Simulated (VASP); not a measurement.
# PbSe (Pm-3m) in VASP: a series of runs

The runs below take PbSe through single point, with LDA.

Everything below comes from runs of VASP 6.6.1. Logs are shortened: lines on timing, memory, paths and dates and some standing lists are left out, and cuts for length are marked.

## Step 1: The cell of the first run

Symmetry: Pm-3m, No. 221, cubic system. The conventional cell has a = 3.784 Å, b = 3.784 Å, c = 3.784 Å, α = 90.00°, β = 90.00°, γ = 90.00°. Within 4.3 Å of Pb (site symmetry m-3m) lie 8 Se at 3.28 Å and 6 Pb at 3.78 Å. Within 4.3 Å of Se (site symmetry m-3m) lie 8 Pb at 3.28 Å and 6 Se at 3.78 Å.

## Step 2: Single point, LDA

Contents of INCAR:

```
  PREC = Accurate
  ENCUT = 500
  EDIFF = 1E-6
  ISMEAR = -1
  SIGMA = 0.1
  LREAL = False
  LASPH = True
  NELM = 120
  ALGO = Normal
  ISIF = 2
  LWAVE = False
  LCHARG = False
  NBANDS = 17
  GGA_COMPAT = False
```

Contents of KPOINTS:

```
regular mesh
0
Gamma
  4 4 4
```

Contents of POSCAR:

```
PbSe
1.0
    3.7843220000      0.0000000000      0.0000000000
    0.0000000000      3.7843220000      0.0000000000
    0.0000000000      0.0000000000      3.7843220000
Pb Se
1 1
Direct
    0.0000000000      0.0000000000      0.0000000000
    0.5000000000      0.5000000000      0.5000000000
```

Potentials or basis: VASP PAW LDA potentials, release 64 (Pb_d, Se).

The run is started by

```sh
cat potpaw_LDA.64/Pb_d/POTCAR potpaw_LDA.64/Se/POTCAR > POTCAR
mpirun -np 1 vasp_std > vasp.out
```

OUTCAR:

```text
PREC = Accurate
   ENCUT = 500
   EDIFF = 1E-6
   ISMEAR = -1
   LREAL = False
   LASPH = True
   NELM = 120
   ISIF = 2

 ion  position               nearest neighbor table
   1  0.000  0.000  0.000-   2 3.28   2 3.28   2 3.28   2 3.28   2 3.28   2 3.28   2 3.28   2 3.28

   2  0.500  0.500  0.500-   1 3.28   1 3.28   1 3.28   1 3.28   1 3.28   1 3.28   1 3.28   1 3.28

  LATTYP: Found a simple cubic cell.
 ALAT       =     3.7843220000

  Lattice vectors:

 A1 = (   3.7843220000,   0.0000000000,   0.0000000000)
 A2 = (   0.0000000000,   3.7843220000,   0.0000000000)
 A3 = (   0.0000000000,   0.0000000000,   3.7843220000)

Analysis of symmetry for initial positions (statically):
=====================================================================
 Subroutine PRICEL returns:
 Original cell was already a primitive cell.

 Routine SETGRP: Setting up the symmetry group for a
 simple cubic supercell.

 Subroutine GETGRP returns: Found 48 space group operations
 (whereof 48 operations were pure point group operations)
 out of a pool of 48 trial point group operations.

The static configuration has the point symmetry O_h .

Analysis of symmetry for dynamics (positions and initial velocities):
=====================================================================
 Subroutine PRICEL returns:
 Original cell was already a primitive cell.

 Routine SETGRP: Setting up the symmetry group for a
 simple cubic supercell.

 Subroutine GETGRP returns: Found 48 space group operations
 (whereof 48 operations were pure point group operations)
 out of a pool of 48 trial point group operations.

The dynamic configuration has the point symmetry O_h .

 Subroutine INISYM returns: Found 48 space group operations
 (whereof 48 operations are pure point group operations),
 and found     1 'primitive' translations

----------------------------------------------------------------------------------------

                                     Primitive cell

  volume of cell :      54.1956

  direct lattice vectors                    reciprocal lattice vectors
     3.784322000  0.000000000  0.000000000     0.264248127  0.000000000  0.000000000
     0.000000000  3.784322000  0.000000000     0.000000000  0.264248127  0.000000000
     0.000000000  0.000000000  3.784322000     0.000000000  0.000000000  0.264248127

[... 63 lines left out ...]
   LNONCOLLINEAR =      F non collinear calculations
   LSORBIT =      F    spin-orbit coupling
   LASPH  =      T    aspherical Exc in radial PAW
   ENCUT  =  500.0 eV  36.75 Ry    6.06 a.u.   6.90  6.90  6.90*2*pi/ulx,y,z
   NELM   =    120;   NELMIN=  2; NELMDL= -5     # of ELM steps
   EDIFF  = 0.1E-05   stopping-criterion for ELM
   LREAL  =      F    real-space projection
   EDIFFG = 0.1E-04   stopping-criterion for IOM
   NSW    =      0    number of steps for IOM
   IBRION =     -1    ionic relax: 0-MD 1-quasi-New 2-CG
   NFREE  =      0    steps in history (QN), initial steepest desc. (CG)
   ISIF   =      2    stress and relaxation
   ISYM   =      2    0-nonsym 1-usesym 2-fastsym
   POTIM  = 0.5000    time-step for ionic-motion
   TEBEG  =    0.0;   TEEND  =   0.0 temperature during run
   PSTRESS=    0.0 pullay stress
   NELECT =      20.0000    total number of electrons
   NUPDOWN=      -1.0000    fix difference up-down
   EMIN   =  10.00;   EMAX   =-10.00  energy-range for DOS
   EFERMI =   0.00;   METHOD = LEGACY
   ISMEAR =    -1;   SIGMA  =   0.10  broadening in eV -4-tet -1-fermi 0-gaus
   EFERMI_NEDOS =   21; number of points for ismear=-14 and -15
   IALGO  =     38    algorithm
   IMIX   =      4    mixing-type and parameters
     AMIX     =   0.40;   BMIX     =  1.00
     AMIX_MAG =   1.60;   BMIX_MAG =  1.00
  volume/ion in A,a.u.               =      27.10       182.87
  Fermi-wavevector in a.u.,A,eV,Ry     =   1.174258  2.219025 18.760817  1.378881
  Thomas-Fermi vector in A             =   2.310658
   LORBIT       =      0    0 simple, 1 ext, 2 COOP (PROOUT), +10 PAW based schemes
   GGA     = CA    functional components
   LHFCALC =     F    Hartree Fock is set to
   AEXX    =    0.0000 exact exchange contribution
   IVDW    =     0    specifies the selected vdW correction
   LEPSILON=     F    determine dielectric tensor
   LRPA    =     F    only Hartree local field effects (RPA)
 non-spin polarized calculation
  energy-cutoff  :      500.00
  volume of cell :       54.20
 maximum number of plane-waves:      1406
 NGX is ok and might be reduce to    28
   NGX = 13   NGY = 13   NGZ = 13

 number of electron      20.0000006 magnetization

 Free energy of the ion-electron system (eV)
  ---------------------------------------------------
  ext. energy  EPLUGINS =         0.00000000
  ---------------------------------------------------
  free energy    TOTEN  =        -8.90270768 eV

  energy without entropy =       -8.86068216  energy(sigma->0) =       -8.88169492

 E-fermi :   5.2121     XC(G=0): -10.2331

 val. band max:        5.2084948485   @ k =   0.5000   0.5000   0.0000
 cond. band min:       5.9740759886   @ k =   0.5000   0.2500   0.2500
 fundamental gap:      0.7655811401
 Fermi energy:         5.2120634214

 k-point     1 :       0.0000    0.0000    0.0000
  band No.  band energies     occupation
      1     -11.6683      2.00000
      2     -11.6683      2.00000
      3     -11.5187      2.00000
      4     -11.5187      2.00000
      5     -11.5187      2.00000
      6      -8.0182      2.00000
[... 177 lines left out ...]
      4     -11.4730      2.00000
      5     -11.4730      2.00000
      6      -6.0890      2.00000
[... 9 lines left out ...]
     16      18.8688      0.00000
     17      22.4616      0.00000

------------------------ aborting loop because EDIFF is reached ----------------------------------------

  FORCE on cell =-STRESS in cart. coord.  units (eV):
  Direction    XX          YY          ZZ          XY          YZ          ZX
  --------------------------------------------------------------------------------------
  -------------------------------------------------------------------------------------
  Total       -1.3129253     -1.3129253     -1.3129253      0.0000000      0.0000000     -0.0000000
  in kB      -38.8138183    -38.8138183    -38.8138183      0.0000000      0.0000000     -0.0000000
  external PRESSURE =     -38.8138183 kB  Pullay stress =       0.0000000 kB

 VOLUME and BASIS-vectors are now :
 -----------------------------------------------------------------------------
  energy-cutoff  :      500.00
  volume of cell :       54.20
      direct lattice vectors                 reciprocal lattice vectors
     3.784322000  0.000000000  0.000000000     0.264248127  0.000000000  0.000000000
     0.000000000  3.784322000  0.000000000     0.000000000  0.264248127  0.000000000
     0.000000000  0.000000000  3.784322000     0.000000000  0.000000000  0.264248127

 POSITION                                       TOTAL-FORCE (eV/Angst)
 -----------------------------------------------------------------------------------
      0.00000      0.00000      0.00000         0.000000      0.000000      0.000000
      1.89216      1.89216      1.89216         0.000000      0.000000      0.000000
 -----------------------------------------------------------------------------------
    total drift:                               -0.000000      0.000000      0.000000

  FREE ENERGIE OF THE ION-ELECTRON SYSTEM (eV)
  ---------------------------------------------------
  free  energy   TOTEN  =        -8.9027076778 eV

  energy  without entropy=       -8.8606821564  energy(sigma->0) =       -8.88169492
```

OSZICAR:

```text
N       E                     dE             d eps       ncg     rms          rms(c)
DAV:   1     0.151670775484E+03    0.15167E+03   -0.91299E+03   340   0.118E+03
DAV:   2     0.139954822581E+01   -0.15027E+03   -0.14591E+03   365   0.305E+02
DAV:   3    -0.908750190683E+01   -0.10487E+02   -0.99481E+01   441   0.839E+01
DAV:   4    -0.932562850677E+01   -0.23813E+00   -0.23797E+00   430   0.138E+01
DAV:   5    -0.933389558206E+01   -0.82671E-02   -0.82669E-02   469   0.253E+00    0.286E+00
DAV:   6    -0.891327008007E+01    0.42063E+00   -0.10416E+00   490   0.709E+00    0.158E+00
DAV:   7    -0.890705739366E+01    0.62127E-02   -0.68210E-02   398   0.131E+00    0.913E-01
DAV:   8    -0.890309630053E+01    0.39611E-02   -0.11345E-02   384   0.940E-01    0.153E-01
DAV:   9    -0.890272135261E+01    0.37495E-03   -0.22654E-03   461   0.355E-01    0.477E-02
DAV:  10    -0.890271181191E+01    0.95407E-05   -0.23572E-04   452   0.954E-02    0.139E-02
DAV:  11    -0.890270761985E+01    0.41921E-05   -0.20867E-05   452   0.278E-02    0.326E-03
DAV:  12    -0.890270767780E+01   -0.57943E-07   -0.14319E-06   285   0.111E-02
   1 F= -.89027077E+01 E0= -.88816949E+01  d E =-.420255E-01
```

Wall time 5.1 s (1 thread of Intel Xeon 6975P-C (Granite Rapids), shared host); peak memory 0.14 GiB.

Results:

| Property | Result |
| --- | --- |
| Free energy | -8.9027 eV |
| Pressure | -3.9 GPa |
| Band gap on the k mesh | zero (band 10 reaches 5.21 eV, above the bottom of band 11 at 4.52 eV) |

Levels at points of the mesh, in eV from the Fermi level:
```
           k point  band 6  band 7  band 8  band 9  band 10  band 11  band 12  band 13  band 14  band 15
(0.00, 0.00, 0.00)  -13.23   -7.14   -1.51   -1.51    -1.51     5.08     5.08     5.94     5.94     5.94
(0.50, 0.00, 0.00)  -12.17   -9.02   -0.28   -0.26    -0.26    -0.02     3.30     3.30     6.47     8.30
(0.50, 0.50, 0.00)  -11.53   -7.54   -4.37   -4.37     0.00     4.02     4.02     4.85     6.72     8.67
(0.50, 0.50, 0.50)  -11.30   -6.49   -2.33   -2.33    -2.33    -0.70    -0.70    -0.70    13.66    13.66
```

Caveat: the k points lie up to 0.42 Å⁻¹ apart; spin-orbit coupling is left out, which moves the levels of the heavy elements.

## Step 3: Single point, LDA

Contents of INCAR:

```
SYSTEM = PbSe
PREC = Accurate
ENCUT = 500
EDIFF = 1E-6
ISMEAR = -1
SIGMA = 0.1
LREAL = .FALSE.
LASPH = .TRUE.
NELM = 120
ALGO = Normal
ISIF = 2
LWAVE = .FALSE.
LCHARG = .FALSE.
GGA = CA
NBANDS = 17
GGA_COMPAT = .FALSE.
```

Contents of KPOINTS:

```
Automatic mesh
0
G
  4 4 4
  0 0 0
```

POSCAR is that of step 2.

Potentials or basis: VASP PAW LDA potentials, release 64 (Pb_d, Se).

The run is started by

```sh
cat potpaw_LDA.64/Pb_d/POTCAR potpaw_LDA.64/Se/POTCAR > POTCAR
mpirun -np 1 vasp_std > vasp.out
```

It took 4.5 s on 1 thread of Intel Xeon 6975P-C (Granite Rapids), shared host; peak memory 0.14 GiB.

It converged, with:

| Quantity | Value |
| --- | --- |
| Free energy | -8.9027 eV |
| Pressure | -3.9 GPa |
| Band gap on the k mesh | zero (band 10 reaches 5.21 eV, above the bottom of band 11 at 4.52 eV) |

Levels at points of the mesh, in eV from the Fermi level:
| k point | band 6 | band 7 | band 8 | band 9 | band 10 | band 11 | band 12 | band 13 | band 14 | band 15 |
| --- | --- | --- | --- | --- | --- | --- | --- | --- | --- | --- |
| (0.00, 0.00, 0.00) | -13.23 | -7.14 | -1.51 | -1.51 | -1.51 | 5.08 | 5.08 | 5.94 | 5.94 | 5.94 |
| (0.50, 0.00, 0.00) | -12.17 | -9.02 | -0.28 | -0.26 | -0.26 | -0.02 | 3.30 | 3.30 | 6.47 | 8.30 |
| (0.50, 0.50, 0.00) | -11.53 | -7.54 | -4.37 | -4.37 | 0.00 | 4.02 | 4.02 | 4.85 | 6.72 | 8.67 |
| (0.50, 0.50, 0.50) | -11.30 | -6.49 | -2.33 | -2.33 | -2.33 | -0.70 | -0.70 | -0.70 | 13.66 | 13.66 |

Caveat: the k points lie up to 0.42 Å⁻¹ apart; spin-orbit coupling is left out, which moves the levels of the heavy elements.
